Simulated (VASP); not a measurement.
Runs of VASP 6.6.1 on Sc2Al. The structure is that of space group P6_3/mmc (No. 194), or close to it. The cells are those of the table. 

```csv
cell,further INCAR settings,gap on the mesh (eV),pressure (GPa)
"a = 4.608, b = 4.608, c = 5.781 Å, angles 90.0, 90.0, 120.0°, 6 atoms",ALGO = Fast; EDIFF = 1e-07; NBANDS = 34,none,15.2
"a = 4.730, b = 4.730, c = 5.781 Å, angles 90.0, 90.0, 120.0°, 6 atoms",ALGO = Fast; EDIFF = 1e-06; NBANDS = 34,none,(a)
"a = 4.608, b = 4.608, c = 5.933 Å, angles 90.0, 90.0, 120.0°, 6 atoms",ALGO = Fast; EDIFF = 1e-06; NBANDS = 34,none,12.4
"a = 4.608, b = 4.608, c = 6.085 Å, angles 90.0, 90.0, 120.0°, 6 atoms",ALGO = Fast; EDIFF = 1e-06; NBANDS = 34,none,9.9
```

Alike in all rows: task single point; level PBEsol; potentials or basis VASP PAW PBE potentials, release 64 (Sc_sv, Al); no spin polarisation; k mesh 12 × 12 × 8; cutoff (eV) 520; smearing gaussian 0.15 eV.

Question: Estimate the missing entries.

Answer: (a) 9.1.

Caveats: the PAW data sets were made with another functional, which shifts forces and pressure a little.

A gap of «none» marks levels without a gap at the run's occupations.
